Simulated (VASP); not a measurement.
# Ti (P6_3/mmc) in VASP: single point with PBE

Aim: the single point of Ti with PBE.

All numbers are computed with VASP 6.6.1; they aren't measurements. Logs are shortened: lines on timing, memory, paths and dates and some standing lists are left out, and cuts for length are marked.

## 1. The cell of the first run

It takes space group P6_3/mmc (No. 194, hexagonal). The conventional cell has a = 2.939 Å, b = 2.939 Å, c = 4.658 Å, α = 90.00°, β = 90.00°, γ = 120.00°. Ti (site symmetry -6m2) has 12 Ti at 2.88 to 2.94 Å within 3.8 Å.

## 2. Single point, PBE

File INCAR:

```
SYSTEM = Ti
ALGO = Fast
EDIFF = 1E-6
ENCUT = 520
GGA = PE
ISIF = 2
ISMEAR = 0
LASPH = .True.
LCHARG = .False.
LREAL = .False.
LWAVE = .False.
NBANDS = 19
NELM = 100
PREC = Accurate
SIGMA = 0.3
```

File KPOINTS:

```
k-points
0
Gamma
  20 20 12
  0 0 0
```

File POSCAR:

```
Ti
1.0
    2.9394256114      0.0000000000      0.0000000000
   -1.4697128057      2.5456172520      0.0000000000
    0.0000000000      0.0000000000      4.6575603636
Ti
2
Direct
    0.3333333333      0.6666666667      0.2500000000
    0.6666666667      0.3333333333      0.7500000000
```

Potentials or basis: VASP PAW PBE potentials, release 64 (Ti_sv).

Started as:

```sh
> cat potpaw_PBE.64/Ti_sv/POTCAR > POTCAR
> mpirun -np 1 vasp_std > vasp.out
```

OUTCAR:

```text
SYSTEM = Ti
   EDIFF = 1E-6
   ENCUT = 520
   GGA = PE
   ISIF = 2
   ISMEAR = 0
   LASPH = .True.
   LREAL = .False.
   NELM = 100
   PREC = Accurate

 ion  position               nearest neighbor table
   1  0.333  0.667  0.250-   2 2.88   2 2.88   2 2.88   2 2.88   2 2.88   2 2.88
   2  0.667  0.333  0.750-   1 2.88   1 2.88   1 2.88   1 2.88   1 2.88   1 2.88

  LATTYP: Found a hexagonal cell.
 ALAT       =     2.9394256114
 C/A-ratio  =     1.5845137722

  Lattice vectors:

 A1 = (   2.9394256114,   0.0000000000,   0.0000000000)
 A2 = (  -1.4697128057,   2.5456172520,   0.0000000000)
 A3 = (   0.0000000000,   0.0000000000,   4.6575603636)

Analysis of symmetry for initial positions (statically):
=====================================================================
 Subroutine PRICEL returns:
 Original cell was already a primitive cell.

 Routine SETGRP: Setting up the symmetry group for a
 hexagonal supercell.

 Subroutine GETGRP returns: Found 24 space group operations
 (whereof 12 operations were pure point group operations)
 out of a pool of 24 trial point group operations.

The static configuration has the point symmetry D_3d.
 The point group associated with its full space group is D_6h.

Analysis of symmetry for dynamics (positions and initial velocities):
=====================================================================
 Subroutine PRICEL returns:
 Original cell was already a primitive cell.

 Routine SETGRP: Setting up the symmetry group for a
 hexagonal supercell.

 Subroutine GETGRP returns: Found 24 space group operations
 (whereof 12 operations were pure point group operations)
 out of a pool of 24 trial point group operations.

The dynamic configuration has the point symmetry D_3d.
 The point group associated with its full space group is D_6h.

 Subroutine INISYM returns: Found 24 space group operations
 (whereof 12 operations are pure point group operations),
 and found     1 'primitive' translations

----------------------------------------------------------------------------------------

                                     Primitive cell

  volume of cell :      34.8509

  direct lattice vectors                    reciprocal lattice vectors
     2.939425611  0.000000000  0.000000000     0.340202520  0.196416016  0.000000000
    -1.469712806  2.545617252  0.000000000     0.000000000  0.392832033  0.000000000
     0.000000000  0.000000000  4.657560364     0.000000000  0.000000000  0.214704678

  length of vectors
     2.939425611  2.939425611  4.657560364     0.392832033  0.392832033  0.214704678

  position of ions in fractional coordinates (direct lattice)
     0.333333333  0.666666667  0.250000000
     0.666666667  0.333333333  0.750000000

  ion indices of the primitive-cell ions
   primitive index   ion index
                 1           1
                 2           2

----------------------------------------------------------------------------------------

 KPOINTS: k-points

Automatic generation of k-mesh.
 Grid dimensions read from file:
 generate k-points for:   20   20   12

 Generating k-lattice:

  Cartesian coordinates                     Fractional coordinates (reciprocal lattice)
     0.017010126  0.009820801  0.000000000     0.050000000  0.000000000  0.000000000
     0.000000000  0.019641602  0.000000000     0.000000000  0.050000000  0.000000000
     0.000000000  0.000000000  0.017892057     0.000000000  0.000000000  0.083333333

  Length of vectors
     0.019641602  0.019641602  0.017892057

  Shift w.r.t. Gamma in fractional coordinates (k-lattice)
     0.000000000  0.000000000  0.000000000

 Subroutine IBZKPT returns following result:
 ===========================================

 Found    308 irreducible k-points:

 Following reciprocal coordinates:
            Coordinates               Weight
  0.000000  0.000000  0.000000      1.000000
  0.050000  0.000000  0.000000      6.000000
  0.100000 -0.000000  0.000000      6.000000
  0.150000  0.000000  0.000000      6.000000
  0.200000 -0.000000  0.000000      6.000000
  0.250000  0.000000  0.000000      6.000000
[... 16 lines left out ...]
  0.200000  0.100000  0.000000     12.000000
  0.250000  0.100000  0.000000     12.000000
 [... further k-points ...]
   k-points           NKPTS =    308   k-points in BZ     NKDIM =    308   number of bands    NBANDS=     19
   number of dos      NEDOS =    301   number of ions     NIONS =      2
   total plane-waves  NPLWV =  20736
   dimension x,y,z NGX =    24 NGY =   24 NGZ =   36
   dimension x,y,z NGXF=    48 NGYF=   48 NGZF=   72
   ions per type =               2
   NGX,Y,Z   is equivalent  to a cutoff of  13.57, 13.57, 12.85 a.u.
   NGXF,Y,Z  is equivalent  to a cutoff of  27.15, 27.15, 25.70 a.u.
 SYSTEM =  Ti
   PREC   = accura    normal or accurate (medium, high low for compatibility)
   ISTART =      0    job   : 0-new  1-cont  2-samecut
   ICHARG =      2    charge: 1-file 2-atom 10-const
   ISPIN  =      1    spin polarized calculation?
   LNONCOLLINEAR =      F non collinear calculations
   LSORBIT =      F    spin-orbit coupling
   LASPH  =      T    aspherical Exc in radial PAW
   ENCUT  =  520.0 eV  38.22 Ry    6.18 a.u.   5.47  5.47  8.66*2*pi/ulx,y,z
   NELM   =    100;   NELMIN=  2; NELMDL= -5     # of ELM steps
   EDIFF  = 0.1E-05   stopping-criterion for ELM
   LREAL  =      F    real-space projection
   EDIFFG = 0.1E-04   stopping-criterion for IOM
   NSW    =      0    number of steps for IOM
   IBRION =     -1    ionic relax: 0-MD 1-quasi-New 2-CG
   NFREE  =      0    steps in history (QN), initial steepest desc. (CG)
   ISIF   =      2    stress and relaxation
   ISYM   =      2    0-nonsym 1-usesym 2-fastsym
   POTIM  = 0.5000    time-step for ionic-motion
   TEBEG  =    0.0;   TEEND  =   0.0 temperature during run
   PSTRESS=    0.0 pullay stress
   NELECT =      24.0000    total number of electrons
   NUPDOWN=      -1.0000    fix difference up-down
   EMIN   =  10.00;   EMAX   =-10.00  energy-range for DOS
   EFERMI =   0.00;   METHOD = LEGACY
   ISMEAR =     0;   SIGMA  =   0.30  broadening in eV -4-tet -1-fermi 0-gaus
   EFERMI_NEDOS =   21; number of points for ismear=-14 and -15
   IALGO  =     68    algorithm
   IMIX   =      4    mixing-type and parameters
     AMIX     =   0.40;   BMIX     =  1.00
     AMIX_MAG =   1.60;   BMIX_MAG =  1.00
  volume/ion in A,a.u.               =      17.43       117.59
  Fermi-wavevector in a.u.,A,eV,Ry     =   1.445686  2.731950 28.436274  2.090007
  Thomas-Fermi vector in A             =   2.563840
   LORBIT       =      0    0 simple, 1 ext, 2 COOP (PROOUT), +10 PAW based schemes
   GGA     = PE    functional components
   LHFCALC =     F    Hartree Fock is set to
   AEXX    =    0.0000 exact exchange contribution
   IVDW    =     0    specifies the selected vdW correction
   LEPSILON=     F    determine dielectric tensor
   LRPA    =     F    only Hartree local field effects (RPA)
 non-spin polarized calculation
 RMM-DIIS sequential band-by-band and
 Gauss-broadening in eV      SIGMA  =   0.30
  energy-cutoff  :      520.00
  volume of cell :       34.85
 maximum number of plane-waves:       971
 NGX is ok and might be reduce to    24
   NGX = 11   NGY = 11   NGZ = 17

 number of electron      24.0000001 magnetization

 Free energy of the ion-electron system (eV)
  ---------------------------------------------------
  ext. energy  EPLUGINS =         0.00000000
  ---------------------------------------------------
  free energy    TOTEN  =       -15.72095949 eV

  energy without entropy =      -15.61578915  energy(sigma->0) =      -15.66837432

 E-fermi :   8.2704     XC(G=0): -11.4815

 val. band max:        8.2683253245   @ k =   0.1000  -0.0000   0.1667
 cond. band min:       8.2727168023   @ k =   0.3000   0.2000   0.5000
 fundamental gap:      0.0043914778
 Fermi energy:         8.2704214862

 k-point     1 :       0.0000    0.0000    0.0000
  band No.  band energies     occupation
      1     -48.5549      2.00000
      2     -48.4202      2.00000
      3     -25.1312      2.00000
      4     -24.5071      2.00000
      5     -24.5071      2.00000
      6     -24.4308      2.00000
[... 11 lines left out ...]
     18       9.9301      0.00000
     19      11.4501      0.00000

 k-point     2 :       0.0500    0.0000    0.0000
  band No.  band energies     occupation
      1     -48.5525      2.00000
      2     -48.4192      2.00000
      3     -25.1258      2.00000
      4     -24.5183      2.00000
      5     -24.5109      2.00000
      6     -24.4331      2.00000
[... 11 lines left out ...]
     18       9.8901      0.00000
     19      11.4736      0.00000

 k-point     3 :       0.1000   -0.0000    0.0000
  band No.  band energies     occupation
      1     -48.5453      2.00000
      2     -48.4165      2.00000
      3     -25.1097      2.00000
      4     -24.5510      2.00000
      5     -24.5217      2.00000
      6     -24.4532      2.00000
[... 11 lines left out ...]
     18       9.7809      0.00000
     19      11.5281      0.00000

 k-point     4 :       0.1500    0.0000    0.0000
  band No.  band energies     occupation
      1     -48.5340      2.00000
      2     -48.4123      2.00000
      3     -25.0838      2.00000
      4     -24.6021      2.00000
      5     -24.5382      2.00000
      6     -24.5051      2.00000
[... 11 lines left out ...]
     18       9.9524      0.00000
     19      11.6005      0.00000

 k-point     5 :       0.2000   -0.0000    0.0000
  band No.  band energies     occupation
      1     -48.5194      2.00000
      2     -48.4073      2.00000
      3     -25.0494      2.00000
      4     -24.6669      2.00000
      5     -24.5692      2.00000
      6     -24.5584      2.00000
[... 11 lines left out ...]
     18      10.2260      0.00000
     19      11.6728      0.00000
[... 334 lines left out ...]
      2     -48.4100      2.00000
      3     -25.0687      2.00000
      4     -24.6196      2.00000
      5     -24.5776      2.00000
      6     -24.5073      2.00000
[... 11 lines left out ...]
     18      10.1337      0.00000
     19      11.6106      0.00000

 k-point    22 :       0.1500    0.1000    0.0000
  band No.  band energies     occupation
      1     -48.5135      2.00000
      2     -48.4054      2.00000
      3     -25.0352      2.00000
      4     -24.6737      2.00000
      5     -24.6291      2.00000
      6     -24.5377      2.00000
[... 11 lines left out ...]
     18      10.4475      0.00000
     19      11.6569      0.00000

 k-point    23 :       0.2000    0.1000    0.0000
  band No.  band energies     occupation
      1     -48.4973      2.00000
      2     -48.4009      2.00000
      3     -24.9952      2.00000
      4     -24.7391      2.00000
      5     -24.6815      2.00000
      6     -24.5707      2.00000
[... 11 lines left out ...]
     18      10.8114      0.00000
     19      11.7003      0.00000

 k-point    24 :       0.2500    0.1000    0.0000
  band No.  band energies     occupation
      1     -48.4803      2.00000
      2     -48.3972      2.00000
      3     -24.9509      2.00000
      4     -24.8074      2.00000
      5     -24.7313      2.00000
      6     -24.6032      2.00000
[... 11 lines left out ...]
     18      11.2105      0.00000
     19      11.7364      0.00000

 [... further k-points ...]
[... 5 lines left out ...]
  --------------------------------------------------------------------------------------
  -------------------------------------------------------------------------------------
  Total       -0.1081838     -0.1081838     -0.1150718     -0.0000000     -0.0000000      0.0000000
  in kB       -4.9734599     -4.9734599     -5.2901183     -0.0000000     -0.0000000      0.0000000
  external PRESSURE =      -5.0790127 kB  Pullay stress =       0.0000000 kB

 VOLUME and BASIS-vectors are now :
 -----------------------------------------------------------------------------
  energy-cutoff  :      520.00
  volume of cell :       34.85
      direct lattice vectors                 reciprocal lattice vectors
     2.939425611  0.000000000  0.000000000     0.340202520  0.196416016  0.000000000
    -1.469712806  2.545617252  0.000000000     0.000000000  0.392832033  0.000000000
     0.000000000  0.000000000  4.657560364     0.000000000  0.000000000  0.214704678

 POSITION                                       TOTAL-FORCE (eV/Angst)
 -----------------------------------------------------------------------------------
     -0.00000      1.69708      1.16439         0.000000      0.000000      0.000000
      1.46971      0.84854      3.49317        -0.000000     -0.000000      0.000000
 -----------------------------------------------------------------------------------
    total drift:                               -0.000000      0.000000     -0.000000

  FREE ENERGIE OF THE ION-ELECTRON SYSTEM (eV)
  ---------------------------------------------------
  free  energy   TOTEN  =       -15.7209594910 eV

  energy  without entropy=      -15.6157891459  energy(sigma->0) =      -15.66837432
```

Run time: 8.1 min. Hardware: 1 thread of Intel Xeon Platinum 8259CL at 2.50GHz (Skylake/Cascade Lake), shared host; peak memory 0.28 GiB.

What came out:

```yaml
Free_energy: -15.7210 eV
Pressure: -0.5 GPa
Band_gap_on_the_k_mesh: zero (band 12 reaches 9.08 eV, above the bottom of band 13 at 7.95 eV)
```

Levels at points of the mesh, in eV from the Fermi level:
```csv
k point,band 9,band 10,band 11,band 12,band 13,band 14,band 15,band 16
"(0.00, 0.00, 0.00)",-6.17,-2.65,0.79,0.81,0.81,0.92,1.30,1.30
"(0.50, 0.00, 0.00)",-2.31,-2.11,-1.80,-0.60,0.52,0.66,1.21,3.36
"(0.00, 0.00, 0.50)",-4.32,-4.32,0.12,0.12,0.71,0.71,0.71,0.71
"(0.50, 0.00, 0.50)",-2.50,-2.50,-0.78,-0.78,1.35,1.35,1.76,1.76
```
